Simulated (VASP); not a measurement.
# BP (kl) (F-43m) in VASP: a series of runs

Runs on BP (kl). Level: LDA. Tasks: single point, relaxation of cell and atoms.

Everything below comes from runs of VASP 6.6.1. Logs are shortened: lines on timing, memory, paths and dates and some standing lists are left out, and cuts for length are marked.

## Step 1: The cell of the first run

The structure is cubic, space group F-43m (No. 216). Conventional cell: a = 4.491 Å, b = 4.491 Å, c = 4.491 Å, α = 90.00°, β = 90.00°, γ = 90.00°. Within 2.6 Å of B (site symmetry -43m) lie 4 P at 1.94 Å. P (site symmetry -43m) has 4 B at 1.94 Å within 2.6 Å.

## Step 2: Single point, LDA

Contents of INCAR:

```
SYSTEM = BP
  PREC = Accurate
  ENCUT = 500
  EDIFF = 1E-6
  ISMEAR = 0
  SIGMA = 0.02
  LREAL = .False.
  LASPH = .True.
  NELM = 120
  ALGO = Normal
  ISIF = 2
  LWAVE = .False.
  LCHARG = .False.
  NBANDS = 11
  GGA_COMPAT = .False.
```

Contents of KPOINTS:

```
regular mesh
0
Gamma
  10 10 10
  0 0 0
```

Contents of POSCAR:

```
BP
1.0
    0.0000000000      2.2453028949      2.2453028949
    2.2453028949      0.0000000000      2.2453028949
    2.2453028949      2.2453028949      0.0000000000
B P
1 1
Direct
    0.0000000000      0.0000000000      0.0000000000
    0.7500000000      0.7500000000      0.7500000000
```

Potentials or basis: VASP PAW LDA potentials, release 64 (B, P).

Run with:

```bash
> cat potpaw_LDA.64/B/POTCAR potpaw_LDA.64/P/POTCAR > POTCAR
> mpirun -np 1 vasp_std > vasp.out
```

OUTCAR:

```text
SYSTEM = BP
   PREC = Accurate
   ENCUT = 500
   EDIFF = 1E-6
   ISMEAR = 0
   LREAL = .False.
   LASPH = .True.
   NELM = 120
   ISIF = 2

 ion  position               nearest neighbor table
   1  0.000  0.000  0.000-   2 1.94   2 1.94   2 1.94   2 1.94
   2  0.750  0.750  0.750-   1 1.94   1 1.94   1 1.94   1 1.94

  LATTYP: Found a face centered cubic cell.
 ALAT       =     4.4906057898

  Lattice vectors:

 A1 = (   0.0000000000,   2.2453028949,   2.2453028949)
 A2 = (   2.2453028949,   0.0000000000,   2.2453028949)
 A3 = (   2.2453028949,   2.2453028949,   0.0000000000)

Analysis of symmetry for initial positions (statically):
=====================================================================
 Subroutine PRICEL returns:
 Original cell was already a primitive cell.

 Routine SETGRP: Setting up the symmetry group for a
 face centered cubic supercell.

 Subroutine GETGRP returns: Found 24 space group operations
 (whereof 24 operations were pure point group operations)
 out of a pool of 48 trial point group operations.

The static configuration has the point symmetry T_d .

Analysis of symmetry for dynamics (positions and initial velocities):
=====================================================================
 Subroutine PRICEL returns:
 Original cell was already a primitive cell.

 Routine SETGRP: Setting up the symmetry group for a
 face centered cubic supercell.

 Subroutine GETGRP returns: Found 24 space group operations
 (whereof 24 operations were pure point group operations)
 out of a pool of 48 trial point group operations.

The dynamic configuration has the point symmetry T_d .

 Subroutine INISYM returns: Found 24 space group operations
 (whereof 24 operations are pure point group operations),
 and found     1 'primitive' translations

----------------------------------------------------------------------------------------

                                     Primitive cell

  volume of cell :      22.6389

  direct lattice vectors                    reciprocal lattice vectors
     0.000000000  2.245302895  2.245302895    -0.222687104  0.222687104  0.222687104
     2.245302895  0.000000000  2.245302895     0.222687104 -0.222687104  0.222687104
     2.245302895  2.245302895  0.000000000     0.222687104  0.222687104 -0.222687104

  length of vectors
     3.175337806  3.175337806  3.175337806     0.385705379  0.385705379  0.385705379

  position of ions in fractional coordinates (direct lattice)
     0.000000000  0.000000000  0.000000000
     0.750000000  0.750000000  0.750000000

  ion indices of the primitive-cell ions
   primitive index   ion index
                 1           1
                 2           2

----------------------------------------------------------------------------------------

 KPOINTS: regular mesh

Automatic generation of k-mesh.
 Grid dimensions read from file:
 generate k-points for:   10   10   10

 Generating k-lattice:

  Cartesian coordinates                     Fractional coordinates (reciprocal lattice)
    -0.022268710  0.022268710  0.022268710     0.100000000  0.000000000  0.000000000
     0.022268710 -0.022268710  0.022268710     0.000000000  0.100000000  0.000000000
     0.022268710  0.022268710 -0.022268710     0.000000000  0.000000000  0.100000000

  Length of vectors
     0.038570538  0.038570538  0.038570538

  Shift w.r.t. Gamma in fractional coordinates (k-lattice)
     0.000000000  0.000000000  0.000000000

 Subroutine IBZKPT returns following result:
 ===========================================

 Found     47 irreducible k-points:

 Following reciprocal coordinates:
            Coordinates               Weight
  0.000000  0.000000  0.000000      1.000000
  0.100000  0.000000  0.000000      8.000000
  0.200000  0.000000  0.000000      8.000000
  0.300000  0.000000  0.000000      8.000000
  0.400000  0.000000  0.000000      8.000000
  0.500000  0.000000  0.000000      4.000000
[... 16 lines left out ...]
  0.300000  0.300000  0.000000      6.000000
  0.400000  0.300000  0.000000     24.000000
 [... further k-points ...]
   k-points           NKPTS =     47   k-points in BZ     NKDIM =     47   number of bands    NBANDS=     11
   number of dos      NEDOS =    301   number of ions     NIONS =      2
   total plane-waves  NPLWV =  13824
   dimension x,y,z NGX =    24 NGY =   24 NGZ =   24
   dimension x,y,z NGXF=    48 NGYF=   48 NGZF=   48
   ions per type =               1   1
   NGX,Y,Z   is equivalent  to a cutoff of  12.57, 12.57, 12.57 a.u.
   NGXF,Y,Z  is equivalent  to a cutoff of  25.13, 25.13, 25.13 a.u.
 SYSTEM =  BP
   PREC   = accura    normal or accurate (medium, high low for compatibility)
   ISTART =      0    job   : 0-new  1-cont  2-samecut
   ICHARG =      2    charge: 1-file 2-atom 10-const
   ISPIN  =      1    spin polarized calculation?
   LNONCOLLINEAR =      F non collinear calculations
   LSORBIT =      F    spin-orbit coupling
   LASPH  =      T    aspherical Exc in radial PAW
   ENCUT  =  500.0 eV  36.75 Ry    6.06 a.u.   5.79  5.79  5.79*2*pi/ulx,y,z
   NELM   =    120;   NELMIN=  2; NELMDL= -5     # of ELM steps
   EDIFF  = 0.1E-05   stopping-criterion for ELM
   LREAL  =      F    real-space projection
   EDIFFG = 0.1E-04   stopping-criterion for IOM
   NSW    =      0    number of steps for IOM
   IBRION =     -1    ionic relax: 0-MD 1-quasi-New 2-CG
   NFREE  =      0    steps in history (QN), initial steepest desc. (CG)
   ISIF   =      2    stress and relaxation
   ISYM   =      2    0-nonsym 1-usesym 2-fastsym
   POTIM  = 0.5000    time-step for ionic-motion
   TEBEG  =    0.0;   TEEND  =   0.0 temperature during run
   PSTRESS=    0.0 pullay stress
   NELECT =       8.0000    total number of electrons
   NUPDOWN=      -1.0000    fix difference up-down
   EMIN   =  10.00;   EMAX   =-10.00  energy-range for DOS
   EFERMI =   0.00;   METHOD = LEGACY
   ISMEAR =     0;   SIGMA  =   0.02  broadening in eV -4-tet -1-fermi 0-gaus
   EFERMI_NEDOS =   21; number of points for ismear=-14 and -15
   IALGO  =     38    algorithm
   IMIX   =      4    mixing-type and parameters
     AMIX     =   0.40;   BMIX     =  1.00
     AMIX_MAG =   1.60;   BMIX_MAG =  1.00
  volume/ion in A,a.u.               =      11.32        76.39
  Fermi-wavevector in a.u.,A,eV,Ry     =   1.157408  2.187184 18.226280  1.339594
  Thomas-Fermi vector in A             =   2.294020
   LORBIT       =      0    0 simple, 1 ext, 2 COOP (PROOUT), +10 PAW based schemes
   GGA     = CA    functional components
   LHFCALC =     F    Hartree Fock is set to
   AEXX    =    0.0000 exact exchange contribution
   IVDW    =     0    specifies the selected vdW correction
   LEPSILON=     F    determine dielectric tensor
   LRPA    =     F    only Hartree local field effects (RPA)
 non-spin polarized calculation
 Gauss-broadening in eV      SIGMA  =   0.02
  energy-cutoff  :      500.00
  volume of cell :       22.64
 maximum number of plane-waves:       589
   NGX = 11   NGY = 11   NGZ = 11

 number of electron       8.0000001 magnetization

 Free energy of the ion-electron system (eV)
  ---------------------------------------------------
  ext. energy  EPLUGINS =         0.00000000
  ---------------------------------------------------
  free energy    TOTEN  =       -14.39907668 eV

  energy without entropy =      -14.39907668  energy(sigma->0) =      -14.39907668

 E-fermi :   7.8962     XC(G=0): -11.2184

 val. band max:        7.7859449524   @ k =   0.0000   0.0000   0.0000
 cond. band min:       8.9367250613   @ k =   0.4000   0.4000   0.0000
 fundamental gap:      1.1507801089
 Fermi energy:         7.8962482984

 k-point     1 :       0.0000    0.0000    0.0000
  band No.  band energies     occupation
      1      -7.8846      2.00000
      2       7.7859      2.00000
      3       7.7859      2.00000
      4       7.7859      2.00000
      5      11.2147      0.00000
      6      11.2147      0.00000
      7      11.2147      0.00000
      8      15.6393      0.00000
      9      19.2669      0.00000
     10      20.0608      0.00000
     11      20.0608      0.00000

 k-point     2 :       0.1000    0.0000    0.0000
  band No.  band energies     occupation
      1      -7.6999      2.00000
      2       6.4719      2.00000
      3       7.4843      2.00000
      4       7.4843      2.00000
      5      11.6320      0.00000
      6      11.6320      0.00000
      7      11.6726      0.00000
      8      16.1121      0.00000
      9      19.3222      0.00000
     10      19.3222      0.00000
     11      19.8471      0.00000

 k-point     3 :       0.2000    0.0000    0.0000
  band No.  band energies     occupation
      1      -7.1525      2.00000
      2       4.0948      2.00000
      3       6.9150      2.00000
      4       6.9150      2.00000
      5      11.9297      0.00000
      6      12.3588      0.00000
      7      12.3588      0.00000
      8      17.1262      0.00000
      9      18.6865      0.00000
     10      18.6865      0.00000
     11      20.7433      0.00000

 k-point     4 :       0.3000    0.0000    0.0000
  band No.  band energies     occupation
      1      -6.2705      2.00000
      2       1.6878      2.00000
      3       6.4190      2.00000
      4       6.4190      2.00000
      5      11.8835      0.00000
      6      12.6688      0.00000
      7      12.6688      0.00000
      8      17.8220      0.00000
      9      19.2838      0.00000
     10      19.2838      0.00000
     11      21.0947      0.00000
[... 239 lines left out ...]
 k-point    22 :      -0.2000    0.2000    0.0000
  band No.  band energies     occupation
      1      -5.9717      2.00000
      2       2.5055      2.00000
      3       3.4969      2.00000
      4       6.5238      2.00000
      5      12.2949      0.00000
      6      13.1551      0.00000
      7      14.2609      0.00000
      8      16.2587      0.00000
      9      17.2943      0.00000
     10      21.4771      0.00000
     11      23.8463      0.00000

 k-point    23 :       0.3000    0.3000    0.0000
  band No.  band energies     occupation
      1      -5.7161      2.00000
      2       2.9900      2.00000
      3       4.4815      2.00000
      4       4.4815      2.00000
      5       9.2406      0.00000
      6      11.6015      0.00000
      7      16.7800      0.00000
      8      16.7800      0.00000
      9      21.1572      0.00000
     10      22.3613      0.00000
     11      24.4610      0.00000

 k-point    24 :       0.4000    0.3000    0.0000
  band No.  band energies     occupation
      1      -4.8671      2.00000
      2       1.6309      2.00000
      3       3.6244      2.00000
      4       4.1809      2.00000
      5       9.5254      0.00000
      6      11.3211      0.00000
      7      17.4009      0.00000
      8      17.4260      0.00000
      9      21.9877      0.00000
     10      23.2488      0.00000
     11      25.0884      0.00000

 [... further k-points ...]
[... 5 lines left out ...]
  --------------------------------------------------------------------------------------
  -------------------------------------------------------------------------------------
  Total       -0.0173267     -0.0173267     -0.0173267      0.0000000      0.0000000      0.0000000
  in kB       -1.2262298     -1.2262298     -1.2262298      0.0000000      0.0000000      0.0000000
  external PRESSURE =      -1.2262298 kB  Pullay stress =       0.0000000 kB

 VOLUME and BASIS-vectors are now :
 -----------------------------------------------------------------------------
  energy-cutoff  :      500.00
  volume of cell :       22.64
      direct lattice vectors                 reciprocal lattice vectors
     0.000000000  2.245302895  2.245302895    -0.222687104  0.222687104  0.222687104
     2.245302895  0.000000000  2.245302895     0.222687104 -0.222687104  0.222687104
     2.245302895  2.245302895  0.000000000     0.222687104  0.222687104 -0.222687104

 POSITION                                       TOTAL-FORCE (eV/Angst)
 -----------------------------------------------------------------------------------
      0.00000      0.00000      0.00000         0.000000      0.000000      0.000000
      3.36795      3.36795      3.36795        -0.000000     -0.000000     -0.000000
 -----------------------------------------------------------------------------------
    total drift:                               -0.000000     -0.000000     -0.000000

  FREE ENERGIE OF THE ION-ELECTRON SYSTEM (eV)
  ---------------------------------------------------
  free  energy   TOTEN  =       -14.3990766810 eV

  energy  without entropy=      -14.3990766810  energy(sigma->0) =      -14.39907668
```

Wall time 5.9 s (1 thread of Intel Xeon 6975P-C, shared host); peak memory 0.12 GiB.

What came out:

| Item | Value |
| --- | --- |
| Free energy | -14.3991 eV |
| Pressure | -0.1 GPa |
| Band gap on the k mesh | 1.15 eV, indirect (least direct gap 3.43 eV) |

A k mesh can miss the band edges.

## Step 3: Relaxation of cell and atoms, LDA

This run uses another cell than the first one, of 11.64 Å³/atom, 1.028 times its volume.

Contents of INCAR:

```
PREC     = Accurate       # precision mode
ENCUT    = 500            # plane-wave cutoff, eV
EDIFF    = 1E-7           # SCF threshold, eV
ISMEAR   = 0              # smearing method
SIGMA    = 0.02           # smearing width, eV
LREAL    = F              # projectors in reciprocal space
LASPH    = T              # aspherical terms in the spheres
NELM     = 120            # most SCF steps
ALGO     = Normal         # electronic algorithm
ISIF     = 3              # what is computed and relaxed
LWAVE    = F              # write WAVECAR
LCHARG   = F              # write CHGCAR
GGA      = CA             # functional
IBRION   = 2              # ionic algorithm
NSW      = 100            # ionic steps
EDIFFG   = -0.002         # ionic threshold
GGA_COMPAT= F            
NELMIN   = 4
```

Contents of KPOINTS:

```
regular mesh
0
Gamma
  10 10 10
```

Contents of POSCAR:

```
BP
1.0
    0.0000000000      2.2660723800      2.2660723800
    2.2660723800      0.0000000000      2.2660723800
    2.2660723800      2.2660723800      0.0000000000
B P
1 1
Direct
    0.0000000000      0.0000000000      0.0000000000
    0.7500000000      0.7500000000      0.7500000000
```

Potentials or basis: VASP PAW LDA potentials, release 64 (B, P).

Run with:

```bash
> cat potpaw_LDA.64/B/POTCAR potpaw_LDA.64/P/POTCAR > POTCAR
> mpirun -np 1 vasp_std > vasp.out
```

Run time: 9.5 s. Hardware: 1 thread of Intel Xeon 6975P-C, shared host; peak memory 0.12 GiB.

Results (log left out):

| Item | Value |
| --- | --- |
| Free energy | -14.3994 eV |
| Relaxed volume | 11.31 Å³/atom |
| Relaxed cell | a = 3.175 Å, b = 3.175 Å, c = 3.175 Å, α = 60.00°, β = 60.00°, γ = 60.00° |
| Space group after relaxing (to 0.05 Å) | F-43m (No. 216) |
| Energy gained by relaxing | 4.9 meV/atom |
| Ionic steps | 3 |
| Pressure after relaxing | 0.0 GPa |
| Band gap on the k mesh | 1.15 eV, indirect (least direct gap 3.43 eV) |

The path:
| step | energy change (eV) | largest force (eV/Å) | pressure (GPa) | volume (Å³) |
| --- | --- | --- | --- | --- |
| 1 | 0.0000 | 0.0000 | -4.71 | 23.27 |
| 2 | -0.0039 | 0.0000 | 3.94 | 22.14 |
| 3 | -0.0098 | 0.0000 | -0.01 | 22.62 |

Final structure:
```
CELL_PARAMETERS angstrom
0.00000 2.24483 2.24483
2.24483 0.00000 2.24483
2.24483 2.24483 0.00000
ATOMIC_POSITIONS crystal
B 0.00000 0.00000 0.00000
P 0.75000 0.75000 0.75000
```

Levels at points of the mesh, in eV from the valence-band top:
```csv
k point,band 1,band 2,band 3,band 4,band 5,band 6,band 7,band 8
"(0.00, 0.00, 0.00)",-15.68,0.00,0.00,0.00,3.43,3.43,3.43,7.86
"(0.50, 0.00, 0.00)",-12.22,-9.24,-1.79,-1.79,3.98,4.70,4.70,10.04
"(0.50, 0.50, 0.00)",-10.68,-8.65,-4.22,-4.22,1.24,1.53,12.30,12.30
```
